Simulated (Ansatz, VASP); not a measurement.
Cs2AgBiBr6 in VASP and in Ansatz

```
Bi Cs Ag Br
1.0
     0.00000    5.61610    5.61610
     5.61610    0.00000    5.61610
     5.61610    5.61610    0.00000
Bi Cs Ag Br
1 2 1 6
Direct
  0.00000 0.00000 0.00000
  0.75000 0.75000 0.75000
  0.25000 0.25000 0.25000
  0.50000 0.50000 0.50000
  0.74945 0.74945 0.25055
  0.25055 0.25055 0.74945
  0.74945 0.25055 0.25055
  0.74945 0.25055 0.74945
  0.25055 0.74945 0.74945
  0.25055 0.74945 0.25055
```

Alike in both runs: functional BLYP; k mesh 4 × 4 × 4; occupations fermi-dirac, width 0.05 eV; no spin polarisation.

|  | VASP | Ansatz |
| --- | --- | --- |
| version | VASP 6.6.1 | Ansatz 0.2.0 |
| potentials or method | VASP PAW PBE potentials, release 64 (Bi_d, Cs_sv, Ag, Br) | Ansatz PAW |
| plane-wave cutoff (eV) | 520 | 420 |
| valence electrons in the cell | 86 | 94 |
| task | single point | band structure |

```tsv
	VASP	Ansatz	Ansatz less VASP
gap on the k mesh at the Fermi level (eV)	1.30	1.29	-0.009
least direct gap on the mesh (eV)	2.49	2.48	-0.008
pressure (GPa)	3.8	3.7	-0.07
rms of the force components (eV/Å)	0.159	0.153	-0.0065
```

VASP's potentials were made for PBE, not for BLYP. Atom by atom the forces differ by 0.006 eV/Å (rms over components). VASP's potentials hold 86 valence electrons a cell and Ansatz's 94, so a difference there can come from the potentials and not from the codes.

Neither program's run includes spin-orbit coupling.
